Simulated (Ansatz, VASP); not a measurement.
## Two plane-wave programs on Li2O

The input INCAR:

```
SYSTEM = Li2O
  PREC = Accurate
  ENCUT = 750
  EDIFF = 1E-6
  ISMEAR = 0
  SIGMA = 0.02
  LREAL = .False.
  LASPH = .True.
  NELM = 120
  ALGO = Normal
  ISIF = 2
  LWAVE = .False.
  LCHARG = .True.
  GGA = PE
  LELF = .True.
  LVHAR = .True.
  NBANDS = 13
  GGA_COMPAT = .False.
```

The input KPOINTS:

```
Automatic mesh
0
Gamma
  8 8 8
  0 0 0
```

File POSCAR:

```
Li2O
1.0
    0.0000000000      2.3130104653      2.3130104653
    2.3130104653      0.0000000000      2.3130104653
    2.3130104653      2.3130104653      0.0000000000
Li O
2 1
Direct
    0.7500000000      0.7500000000      0.7500000000
    0.2500000000      0.2500000000      0.2500000000
    0.0000000000      0.0000000000      0.0000000000
```

Input for Ansatz:

```yaml
crystal:
  lattice:
    - [0.0, 2.3130104653, 2.3130104653]
    - [2.3130104653, 0.0, 2.3130104653]
    - [2.3130104653, 2.3130104653, 0.0]
  atoms:
    - { symbol: Li, position: [0.75, 0.75, 0.75] }
    - { symbol: Li, position: [0.25, 0.25, 0.25] }
    - { symbol: O, position: [0.0, 0.0, 0.0] }
basis:
  ecutwfc: 420
kpoints:
  mp_grid: { grid: [8, 8, 8] }
  band_path:
    path:
      - [[0.0, 0.0, 0.0], [0.5, 0.0, 0.5], [0.625, 0.25, 0.625]]
      - [[0.375, 0.375, 0.75], [0.0, 0.0, 0.0], [0.5, 0.5, 0.5], [0.5, 0.25, 0.75], [0.5, 0.0, 0.5]]
    npoints: 14
hamiltonian:
  xc: pbe
scf:
  occupations: { method: gaussian, width: 0.02 }
  n_extra_bands: 7
output:
  forces: true
  stress: true
  eigenvalues: true
  populations: true
  dos: { projected: true, de: 0.02, nscf_kmesh: { grid: [12, 12, 12] } }
  bader: true
```

Alike in both runs: task single point; functional PBE; k mesh 8 × 8 × 8; occupations gaussian, width 0.02 eV; no spin polarisation.

|  | VASP | Ansatz |
| --- | --- | --- |
| version | VASP 6.6.1 | Ansatz 0.2.0 |
| potentials or method | VASP PAW PBE potentials, release 64 (Li_sv, O), cutoff 750 eV | scalar-relativistic, plane waves, PAW |
| valence electrons in the cell | 12 | 12 |

VASP gave:

```
gap on the k mesh at the Fermi level (eV) : 4.97
least direct gap on the mesh (eV)         : 5.24
pressure (GPa)                            : -0.3
```

Problem. Which values does Ansatz return?

Solution. gap on the k mesh at the Fermi level (eV): 4.98; least direct gap on the mesh (eV): 5.24; pressure (GPa): 0.0.
